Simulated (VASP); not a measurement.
# Si24W11 (a cell with a defect) in VASP: further runs

The runs below take Si24W11 (a cell with a defect) through single point, with PBE.

Everything below comes from runs of VASP 6.6.1. Logs are shortened: lines on timing, memory, paths and dates and some standing lists are left out, and cuts for length are marked.

**1. The cell of the first run**

The cell holds a defect, 35 atoms: a = 9.097 Å, b = 9.097 Å, c = 13.646 Å, α = 138.42°, β = 138.42°, γ = 60.26°.

**2. Single point, PBE**

Contents of INCAR:

```
  PREC = Accurate
  ENCUT = 520
  EDIFF = 1E-6
  ISMEAR = 1
  SIGMA = 0.1
  LREAL = Auto
  LASPH = True
  NELM = 60
  ALGO = Normal
  ISIF = 2
  LWAVE = False
  LCHARG = False
  GGA = PE
  NBANDS = 148
```

Contents of KPOINTS:

```
Automatic mesh
0
Gamma
  3 3 2
```

Contents of POSCAR:

```
Si24W11
1.0
   -3.2292007300      3.2292007300      7.8679106400
    3.2292007300     -3.2292007300      7.8679106400
    4.8438010900      4.8438010900    -11.8018659700
Si W
24 11
Direct
    0.1659416543      0.1669353986      0.0003253643
    0.3308386286      0.3317931992     -0.0024192777
    0.1713728229      0.1723218193      0.3370940445
    0.3366474774      0.3376477249      0.3432411796
    0.1665771386      0.1676109858      0.6667650963
    0.3323257715      0.3333252448      0.6669994164
    0.1654490530      0.6681576598     -0.0000637929
    0.3320683513      0.8348337833      0.0003186547
    0.1649899851      0.6679060736      0.3326674589
    0.3317491334      0.8344393146      0.3330722030
    0.1764277992      0.6635884410      0.6665784660
    0.3364444250      0.8232328384      0.6664017452
    0.6671093310      0.1664332705     -0.0000989925
    0.8338568288      0.3330531826      0.0003366158
    0.6668908947      0.1659797915      0.3326491881
    0.8334275667      0.3327008745      0.3330409259
    0.6627254807      0.1773304461      0.6665719628
    0.8222951719      0.3374018095      0.6663923518
    0.6620236529      0.6629693978     -0.0105852819
    0.8276336691      0.8286681356     -0.0039798290
    0.6680286168      0.6689759100      0.3353073278
    0.8329350422      0.8339352897      0.3326428914
    0.6666764387      0.6676167643      0.6660860841
    0.8323518080      0.8332918239      0.6662386502
   -0.0034098419     -0.0024154782     -0.0029268336
    0.0023842904      0.0033709122      0.3359776691
   -0.0005190439      0.0004076560      0.6664975378
   -0.0015870378      0.5005797940     -0.0007546759
    0.0004506198      0.5002687281      0.3337114737
   -0.0006033876      0.5004156370      0.6664902088
    0.4995897229     -0.0005840461     -0.0007486889
    0.4992947983      0.0014722303      0.3337451249
    0.4994421007      0.0003847070      0.6664876282
    0.5017726625      0.5027671811      0.0023080015
    0.4971267079      0.4981158072      0.3307336470
```

Potentials or basis: VASP PAW PBE potentials, release 64 (Si, W_sv).

Started as:

```bash
$ cat potpaw_PBE.64/Si/POTCAR potpaw_PBE.64/W_sv/POTCAR > POTCAR
$ mpirun -np 1 vasp_std > vasp.out
```

OUTCAR:

```text
PREC = Accurate
   ENCUT = 520
   EDIFF = 1E-6
   ISMEAR = 1
   LREAL = Auto
   LASPH = True
   NELM = 60
   ISIF = 2
   GGA = PE

 ion  position               nearest neighbor table
   1  0.166  0.167  0.000-  35 2.62  14 2.62   8 2.62  25 2.63   2 2.63  24 2.64  27 2.64  31 2.64
                            28 2.64   4 2.71
   2  0.331  0.332  0.998-  27 2.62   5 2.62   1 2.63  35 2.63  34 2.63  31 2.64  28 2.64  13 2.64
                             7 2.64  21 2.66
   3  0.171  0.172  0.337-   4 2.53  32 2.61  29 2.61   6 2.64  10 2.65  26 2.65  16 2.65  25 2.65
                            20 2.72
   4  0.337  0.338  0.343-   3 2.53  29 2.60  32 2.60  23 2.61  15 2.67   9 2.67  35 2.67  25 2.69
                             1 2.71  12 3.13  18 3.13
   5  0.167  0.168  0.667-   6 2.61  26 2.62   2 2.62  27 2.63  30 2.63  33 2.63  22 2.64  34 2.65
                            18 2.72  12 2.72
   6  0.332  0.333  0.667-   5 2.61  19 2.61  26 2.61  11 2.61  17 2.61  30 2.63  33 2.63  34 2.63
                             3 2.64
   7  0.165  0.668  1.000-   8 2.62  25 2.62  28 2.62  30 2.63  10 2.63  32 2.64  34 2.64   2 2.64
                            20 2.65  18 2.66
   8  0.332  0.835  0.000-   7 2.62   1 2.62  31 2.63  15 2.63  25 2.63  32 2.63  30 2.63  34 2.64
                            11 2.66  19 2.67
   9  0.165  0.668  0.333-  10 2.62  22 2.62  29 2.63  26 2.63  14 2.63  28 2.63  33 2.63  35 2.64
[... 39 lines left out ...]
  29  0.000  0.500  0.334-   4 2.60  12 2.60  11 2.61   3 2.61  16 2.62   9 2.63  14 2.63  13 2.64
                            21 2.64  22 2.64  34 3.22  27 3.23  25 3.24
  30  0.999  0.500  0.666-  23 2.63   6 2.63   5 2.63  24 2.63   7 2.63  16 2.63  15 2.63   8 2.63
                            18 2.68  11 2.68  26 3.22  25 3.22  35 3.24  34 3.24
  31  0.500  0.999  0.999-  19 2.60  11 2.60  12 2.60  20 2.61  13 2.62   8 2.63  15 2.63  16 2.63
                             2 2.64   1 2.64  35 3.22  27 3.23  26 3.24
  32  0.499  0.001  0.334-   4 2.60  18 2.60  17 2.60   3 2.61  10 2.62  15 2.63   8 2.63   7 2.64
                            21 2.64  22 2.64  34 3.22  27 3.23  25 3.24
  33  0.499  0.000  0.666-  23 2.63   6 2.63   5 2.63  24 2.63  13 2.63  10 2.63   9 2.63  14 2.63
                            12 2.68  17 2.68  26 3.22  25 3.22  35 3.24  34 3.24
  34  0.502  0.503  0.002-  22 2.62  21 2.63   2 2.63   6 2.63   8 2.64  14 2.64  13 2.64   7 2.64
                             5 2.65  19 2.67  29 3.22  32 3.22  30 3.24  33 3.24
  35  0.497  0.498  0.331-   1 2.62   2 2.63  23 2.63  21 2.64  15 2.64   9 2.64  10 2.64  16 2.64
                            24 2.65   4 2.67  31 3.22  28 3.22  33 3.24  30 3.24

  Warning from LATTYP: Got some problem with cell dimensions!
  Tried to take original basis but could not verify dimensions!
  LATTYP: Found a base centered monoclinic cell.
 ALAT       =    15.7358212800
 B/A-ratio  =     0.5804310289
 C/A-ratio  =     0.5020023408
 COS(beta)  =    -0.4980056447

  Lattice vectors:

 A1 = (   3.2292007300,  -3.2292007300,  -7.8679106400)
 A2 = (  -3.2292007300,   3.2292007300,  -7.8679106400)
 A3 = (   4.8438010900,   4.8438010900,   3.9339553100)

Analysis of symmetry for initial positions (statically):
[... 212 lines left out ...]
   IALGO  =     38    algorithm
   IMIX   =      4    mixing-type and parameters
     AMIX     =   0.40;   BMIX     =  1.00
     AMIX_MAG =   1.60;   BMIX_MAG =  1.00
  volume/ion in A,a.u.               =      14.06        94.91
  Fermi-wavevector in a.u.,A,eV,Ry     =   1.306135  2.468236 23.211368  1.705987
  Thomas-Fermi vector in A             =   2.436957
   LORBIT       =      0    0 simple, 1 ext, 2 COOP (PROOUT), +10 PAW based schemes
   GGA     = PE    functional components
   LHFCALC =     F    Hartree Fock is set to
   AEXX    =    0.0000 exact exchange contribution
   IVDW    =     0    specifies the selected vdW correction
   LEPSILON=     F    determine dielectric tensor
   LRPA    =     F    only Hartree local field effects (RPA)
 non-spin polarized calculation
 Methfessel and Paxton  Order N= 1 SIGMA  =   0.10
  energy-cutoff  :      520.00
  volume of cell :      492.27
 maximum number of plane-waves:     13271
 NGX is ok and might be reduce to    70
   NGX = 33   NGY = 33   NGZ = 51

 number of electron     250.0000005 magnetization

 Free energy of the ion-electron system (eV)
  ---------------------------------------------------
  ext. energy  EPLUGINS =         0.00000000
  ---------------------------------------------------
  free energy    TOTEN  =      -281.92980774 eV

  energy without entropy =     -281.93514835  energy(sigma->0) =     -281.93158794

 E-fermi :  11.0137     XC(G=0): -12.2336

 val. band max:       10.9578931626   @ k =   0.3333   0.3333   0.5000
 cond. band min:      11.0952130126   @ k =   0.0000   0.0000   0.5000
 fundamental gap:      0.1373198501
 Fermi energy:        11.0136539728

 k-point     1 :       0.0000    0.0000    0.0000
  band No.  band energies     occupation
      1     -62.7283      2.00000
      2     -62.7276      2.00000
      3     -62.7049      2.00000
      4     -62.7044      2.00000
      5     -62.6365      2.00000
      6     -62.6361      2.00000
[... 1389 lines left out ...]
    136      12.9967     -0.00000
    137      13.1025      0.00000
 [bands above 137 left out]

------------------------ aborting loop because EDIFF is reached ----------------------------------------

  FORCE on cell =-STRESS in cart. coord.  units (eV):
  Direction    XX          YY          ZZ          XY          YZ          ZX
  --------------------------------------------------------------------------------------
  -------------------------------------------------------------------------------------
  Total       -5.0684648     -5.0688633     -0.4812574     -0.0672924      0.0210925      0.0173722
  in kB      -16.4962892    -16.4975864     -1.5663442     -0.2190161      0.0686495      0.0565411
  external PRESSURE =     -11.5200732 kB  Pullay stress =       0.0000000 kB

 VOLUME and BASIS-vectors are now :
 -----------------------------------------------------------------------------
  energy-cutoff  :      520.00
  volume of cell :      492.27
      direct lattice vectors                 reciprocal lattice vectors
    -3.229200730  3.229200730  7.867910640     0.000000000  0.154837077  0.063549273
     3.229200730 -3.229200730  7.867910640     0.154837077  0.000000000  0.063549273
     4.843801090  4.843801090-11.801865970     0.103224718  0.103224718  0.000000000

 POSITION                                       TOTAL-FORCE (eV/Angst)
 -----------------------------------------------------------------------------------
      0.00478     -0.00163      2.61521        -0.000178      0.000740     -0.002680
      4.83517      4.82900     -6.55979         0.001084     -0.000452      0.002959
      1.63588      1.62975     -1.27418         0.001352     -0.001445     -0.000712
      1.66582      1.65936      1.25441         0.005158      0.004426      0.007886
      3.23302      3.22634     -5.23971        -0.002189      0.002542     -0.007755
      3.23404      3.22759     -2.63456        -0.003537      0.000278      0.006989
[... 27 lines left out ...]
      0.01439      0.00797      7.87639         0.000036     -0.001096      0.009421
      1.60520      1.59881      3.92721        -0.002796     -0.003227     -0.000537
 -----------------------------------------------------------------------------------
    total drift:                                0.003452     -0.001138     -0.000146

  FREE ENERGIE OF THE ION-ELECTRON SYSTEM (eV)
  ---------------------------------------------------
  free  energy   TOTEN  =      -281.9298077410 eV

  energy  without entropy=     -281.9351483483  energy(sigma->0) =     -281.93158794
```

Run time: 70 min. Hardware: 1 thread of Intel Xeon Platinum 8488C (Sapphire Rapids), shared host; peak memory 1.3 GiB.

Results:

```
Free energy            : -281.9298 eV
Pressure               : -1.2 GPa
Largest force          : 0.012 eV/Å
Band gap on the k mesh : zero (bands 125 and 126 overlap by 0.29 eV)
```

Forces on the atoms (eV/Å):
```
Si   0.000  0.001 -0.003
Si   0.001  0.000  0.003
Si   0.001 -0.001 -0.001
Si   0.005  0.004  0.008
Si  -0.002  0.003 -0.008
Si  -0.004  0.000  0.007
Si   0.001  0.005 -0.003
Si   0.003 -0.002 -0.002
Si  -0.001  0.001 -0.002
Si  -0.005  0.000  0.001
Si  -0.001 -0.001  0.003
Si   0.002 -0.004 -0.001
Si   0.004  0.003 -0.001
Si  -0.002  0.001  0.000
Si   0.001  0.000 -0.002
Si   0.001 -0.004  0.003
Si   0.003 -0.002 -0.002
Si  -0.002  0.003 -0.004
Si   0.003  0.001 -0.004
Si  -0.002  0.001 -0.001
Si   0.004  0.004 -0.008
Si   0.000  0.003  0.004
Si  -0.002 -0.005 -0.010
Si  -0.002 -0.002  0.002
W   -0.006 -0.005 -0.006
W    0.000  0.000 -0.001
W    0.001 -0.004  0.000
W    0.002 -0.008  0.004
W    0.001  0.012 -0.003
W   -0.001  0.003  0.009
W   -0.010  0.003  0.001
W    0.006 -0.001  0.000
W    0.004 -0.002  0.008
W    0.000 -0.001  0.009
W   -0.003 -0.003 -0.001
```

Stress tensor (GPa, compression positive):
```
-1.65 -0.02  0.01
-0.02 -1.65  0.01
 0.01  0.01 -0.16
```

Levels at points of the mesh, in eV from the Fermi level:
```tsv
k point	band 122	band 123	band 124	band 125	band 126	band 127	band 128	band 129
(0.00, 0.00, 0.00)	-0.43	-0.33	-0.18	0.13	0.22	0.52	1.10	1.30
(0.00, 0.00, 0.50)	-0.46	-0.46	-0.36	-0.26	-0.15	0.08	0.87	1.12
```

Caveat: spin-orbit coupling is left out, which moves the levels of the heavy elements.

**3. Single point, PBE**

Contents of INCAR:

```
PREC     = Accurate       # precision mode
ENCUT    = 520            # plane-wave cutoff, eV
EDIFF    = 1E-6           # SCF threshold, eV
ISMEAR   = 1              # smearing method
SIGMA    = 0.1            # smearing width, eV
LREAL    = Auto         
LASPH    = True           # aspherical terms in the spheres
NELM     = 100            # most SCF steps
ALGO     = Normal         # electronic algorithm
ISIF     = 2              # what is computed and relaxed
LWAVE    = False          # write WAVECAR
LCHARG   = True           # write CHGCAR
GGA      = PE             # functional
LELF     = True           # ELF
LVHAR    = True         
NBANDS   = 148            # bands
```

KPOINTS is that of step 2.

Contents of POSCAR:

```
Si24W11
1.0
   -3.2292007300      3.2292007300      7.8679106400
    3.2292007300     -3.2292007300      7.8679106400
    4.8438010900      4.8438010900    -11.8018659700
Si W
24 11
Direct
    0.1633955769      0.1772277922      0.0006802509
    0.3232606070      0.3370116878      0.0005024979
    0.1679980761      0.1661742502      0.3340538701
    0.3346940316      0.3326478597      0.3343874924
    0.1677623696      0.1656943656      0.6667724252
    0.3342232723      0.3324150849      0.6671211183
    0.1674324524      0.6672781217      0.0001618564
    0.3331248234      0.8330136922      0.0002978033
    0.1630787451      0.6629058339      0.3238710614
    0.3282763303      0.8281057416      0.3298579918
    0.1688913683      0.6687226377      0.6694619452
    0.3338170919      0.8336613676      0.6667995733
    0.6674292142      0.1672837804      0.0008670876
    0.8331324953      0.3329643004      0.0009991120
    0.6667612407      0.1665879362      0.3343834666
    0.8316791413      0.3315157463      0.3317014820
    0.6721648371      0.1719964874      0.6711588564
    0.8374531469      0.3372880487      0.6772483921
    0.6773415936      0.6632721679      0.0006703413
    0.8371806555      0.8230671011      0.0004933109
    0.6663427555      0.6678411138      0.3340621281
    0.8328233856      0.8345380514      0.3343966794
    0.6658508097      0.6675914881      0.6667625156
    0.8325945766      0.8340602644      0.6671297892
    0.0002620466      0.0001600090      0.0005787810
    0.0004379369     -0.0009089908      0.3333443034
    0.0001218375      0.0011700845      0.6678323366
   -0.4986719915      0.4999435390     -0.3321820963
    0.0026240225      0.5024681433      0.3363771488
   -0.0020297751      0.4977948363      0.6648272586
    0.5002842204      0.0001177287      0.0005726907
    0.4973474106     -0.0028181520      0.3310722241
    0.5031495173      0.0029864320      0.6699998492
    0.5002996475      0.5001270042      0.0005810519
    0.4992750477      0.5002680178      0.3333484324
```

Potentials or basis: VASP PAW PBE potentials, release 64 (Si, W_sv).

Started as:

```bash
$ cat potpaw_PBE.64/Si/POTCAR potpaw_PBE.64/W_sv/POTCAR > POTCAR
$ mpirun -np 1 vasp_std > vasp.out
```

It took 37 min on 1 thread of Intel Xeon 6975P-C (Granite Rapids), shared host; peak memory 1.3 GiB.

It converged, with:

```yaml
Free_energy: -281.9298 eV
Pressure: -1.2 GPa
Largest_force: 0.009 eV/Å
Band_gap_on_the_k_mesh: zero (bands 125 and 126 overlap by 0.29 eV)
```

Forces on the atoms (eV/Å):
```
Si  -0.001 -0.001  0.001
Si   0.000  0.000 -0.002
Si   0.001  0.001 -0.001
Si   0.000  0.002  0.004
Si   0.000 -0.001 -0.003
Si  -0.002 -0.001  0.003
Si  -0.004 -0.004 -0.003
Si  -0.002  0.000 -0.001
Si  -0.004 -0.004 -0.003
Si   0.003  0.003  0.000
Si   0.001  0.000 -0.005
Si  -0.001 -0.001  0.003
Si   0.000  0.000 -0.001
Si   0.003  0.002  0.004
Si   0.000 -0.001 -0.002
Si  -0.001 -0.001  0.005
Si   0.000 -0.001  0.001
Si   0.004  0.004  0.003
Si  -0.002  0.000 -0.001
Si   0.000 -0.001 -0.002
Si   0.000  0.001  0.000
Si   0.001  0.000  0.003
Si  -0.001  0.000 -0.003
Si  -0.001 -0.002  0.003
W   -0.003  0.004 -0.003
W   -0.008  0.000  0.002
W    0.005  0.000 -0.001
W    0.001  0.006 -0.001
W    0.001  0.002  0.001
W   -0.003 -0.004 -0.001
W    0.001  0.000  0.000
W    0.000  0.000 -0.002
W    0.005  0.005  0.003
W    0.001  0.000 -0.002
W    0.001 -0.009  0.001
```

Stress tensor (GPa, compression positive):
```
-1.65 -0.02  0.01
-0.02 -1.65  0.01
 0.01  0.01 -0.16
```

Levels at points of the mesh, in eV from the Fermi level:
| k point | band 123 | band 124 | band 125 | band 126 | band 127 | band 128 |
| --- | --- | --- | --- | --- | --- | --- |
| (0.00, 0.00, 0.00) | -0.33 | -0.18 | 0.13 | 0.22 | 0.52 | 1.10 |
| (0.00, 0.00, 0.50) | -0.46 | -0.36 | -0.26 | -0.15 | 0.08 | 0.87 |

Caveat: spin-orbit coupling is left out, which moves the levels of the heavy elements.

**4. Single point, PBE**

Contents of INCAR:

```
SYSTEM = Si24W11
  ALGO = Normal
  EDIFF = 1E-7
  ENCUT = 520
  GGA = PE
  ISIF = 2
  ISMEAR = 1
  LASPH = .TRUE.
  LCHARG = .FALSE.
  LREAL = Auto
  LWAVE = .FALSE.
  NBANDS = 148
  NELM = 100
  PREC = Accurate
  SIGMA = 0.1
```

Contents of KPOINTS:

```
k-points
0
G
  3 3 2
  0 0 0
```

Contents of POSCAR:

```
Si24W11
1.0
   -3.2292007300      3.2292007300      7.8679106400
    3.2292007300     -3.2292007300      7.8679106400
    4.8438010900      4.8438010900    -11.8018659700
Si W
24 11
Direct
    0.1629407985      0.1772529263     -0.0001411895
    0.3228060010      0.3370368636     -0.0003188598
    0.1675433191      0.1661994587      0.3332324551
    0.3342393323      0.3326730276      0.3335660911
    0.1673076705      0.1657194938      0.6659510505
    0.3337685722      0.3324402857      0.6662997813
    0.1669777934      0.6673033265     -0.0006594926
    0.3326700248      0.8330388409     -0.0005236526
    0.1626240722      0.6629310006      0.3230497240
    0.3278215879      0.8281308684      0.3290365932
    0.1684367199      0.6687477614      0.6686405747
    0.3333622939      0.8336865642      0.6659781573
    0.6669744141      0.1673089556      0.0000456692
    0.8326777856      0.3329895842      0.0001777688
    0.6663064428      0.1666131347      0.3335620619
    0.8312244838      0.3315409367      0.3308801368
    0.6717101297      0.1720216730      0.6703374748
    0.8369983362      0.3373131551      0.6764269334
    0.6768868442      0.6632973103     -0.0001510593
    0.8367259905      0.8230923270     -0.0003280386
    0.6658879974      0.6678663841      0.3332407570
    0.8323686266      0.8345631888      0.3335751943
    0.6653960425      0.6676167211      0.6659411558
    0.8321398742      0.8340854419      0.6663084287
   -0.0001926461      0.0001852490     -0.0002425718
   -0.0000168061     -0.0008838656      0.3325229024
   -0.0003328595      0.0011952181      0.6670109199
   -0.4991266973      0.4999688090     -0.3330034324
    0.0021692491      0.5024933918      0.3355557863
   -0.0024844694      0.4978199871      0.6640058542
    0.4998294782      0.0001429516     -0.0002486650
    0.4968927581     -0.0027929917      0.3302508581
    0.5026947941      0.0030116187      0.6691784483
    0.4998450224      0.5001522800     -0.0002402447
    0.4988203786      0.5002932319      0.3325271148
```

Started as:

```bash
$ cat potpaw_PBE.64/Si/POTCAR potpaw_PBE.64/W_sv/POTCAR > POTCAR
$ mpirun -np 1 vasp_std > vasp.out
```

It took 79 min on 1 thread of Oxide Virtual Turin-like, shared host; peak memory 1.2 GiB.

It converged, with:

* Free energy: -281.9298 eV
* Pressure: -1.2 GPa
* Largest force: 0.009 eV/Å
* Band gap on the k mesh: zero (bands 125 and 126 overlap by 0.29 eV)

Forces in eV/Å, atoms in the order of the input:
```
Si   0.000  0.000  0.001
Si   0.000 -0.001 -0.003
Si   0.001  0.001 -0.001
Si   0.001  0.000  0.003
Si   0.001 -0.001 -0.003
Si  -0.002 -0.001  0.003
Si  -0.004 -0.004 -0.003
Si  -0.002  0.001  0.000
Si  -0.004 -0.004 -0.003
Si   0.002  0.003  0.000
Si   0.000  0.001 -0.004
Si  -0.001  0.000  0.003
Si   0.000  0.000 -0.001
Si   0.003  0.002  0.004
Si   0.000  0.000 -0.002
Si  -0.001  0.000  0.004
Si  -0.001 -0.001  0.001
Si   0.006  0.005  0.003
Si  -0.001  0.000 -0.001
Si   0.000  0.000 -0.003
Si   0.001  0.001 -0.001
Si   0.000  0.000  0.003
Si   0.000  0.000 -0.004
Si  -0.001 -0.002  0.003
W   -0.003  0.003 -0.003
W   -0.008 -0.001  0.003
W    0.006  0.000  0.000
W    0.001  0.006 -0.001
W    0.000  0.002  0.002
W   -0.003 -0.005 -0.001
W    0.001  0.000  0.001
W    0.000  0.000 -0.002
W    0.005  0.005  0.003
W    0.001 -0.001 -0.002
W    0.001 -0.009  0.001
```

Stress tensor (GPa, compression positive):
```
-1.65 -0.02  0.01
-0.02 -1.65  0.01
 0.01  0.01 -0.16
```

Levels at points of the mesh, in eV from the Fermi level:
```csv
k point,band 121,band 122,band 123,band 124,band 125,band 126,band 127,band 128,band 129,band 130
"(0.00, 0.00, 0.00)",-0.52,-0.43,-0.33,-0.18,0.13,0.22,0.52,1.10,1.30,1.43
"(0.00, 0.00, 0.50)",-0.97,-0.46,-0.46,-0.36,-0.26,-0.15,0.08,0.87,1.11,1.51
```

Caveat: spin-orbit coupling is left out, which moves the levels of the heavy elements.
